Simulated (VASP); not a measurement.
Crystal: Ge2Sb2Te.

```xyz
5
Lattice="4.4924 0.0000 0.0000 -2.2462 3.8905 0.0000 0.0000 0.0000 8.5748" Properties=species:S:1:pos:R:3 pbc="T T T"
Ge    0.0000    0.0000    7.3312
Ge    0.0000    0.0000    1.2436
Sb    0.0000    2.5937    4.2874
Sb    2.2462    1.2968    4.2874
Te    0.0000    0.0000    4.2874
```

The cell was generated, and may not be a known phase.

```yaml
Program: VASP 6.6.1
Task: relaxation of cell and atoms
Functional: PBE
Potentials_or_basis: VASP PAW PBE potentials, release 64 (Ge_d, Sb, Te)
Cutoff: 500 eV
k_mesh: 4 × 4 × 2
Occupations: gaussian, width 0.2 eV
Spin: no spin polarisation
```

At the start: pressure 31.7 GPa; volume 29.97 Å³/atom.

**Question.** How do energy, volume and symmetry change on relaxing?

**Answer.** Over 9 steps the energy falls by 1413.5 meV/atom and the volume is 44.36 Å³/atom (+48.0 %); space group P6/mmm (No. 191, to 0.1 Å) before and after.

Step by step:
| step | energy change (eV) | largest force (eV/Å) | pressure (GPa) | volume (Å³) |
| --- | --- | --- | --- | --- |
| 1 | 0.0000 | 0.8561 | 31.71 | 149.87 |
| 2 | -5.1187 | 1.1347 | -4.21 | 305.01 |
| 3 | -6.9618 | 0.5815 | 0.12 | 222.20 |
| 4 | -6.9709 | 0.6628 | -0.42 | 227.96 |
| 5 | -6.9714 | 0.6401 | -0.26 | 226.24 |
| 6 | -7.0178 | 0.5034 | -0.13 | 223.87 |
| 7 | -7.0548 | 0.1200 | 0.47 | 217.55 |
| 8 | -7.0588 | 0.2282 | 0.29 | 219.17 |
| 9 | -7.0674 | 0.0349 | -0.02 | 221.78 |

Final structure:
```
Ge Sb Te
1.0
     5.56508    0.00000    0.00000
    -2.78254    4.81950    0.00000
     0.00000    0.00000    8.26883
Ge Sb Te
2 2 1
Direct
  0.00000 0.00000 0.84515
  0.00000 0.00000 0.15485
  0.33333 0.66667 0.50000
  0.66667 0.33333 0.50000
  0.00000 0.00000 0.50000
```

Caveat: the k points lie up to 0.38 Å⁻¹ apart in the final cell; the volume moved by over 15 % at a fixed basis, so the end points are rough; the relaxation stopped at a loose force limit of 0.08 eV/Å, so its end isn't a converged minimum.
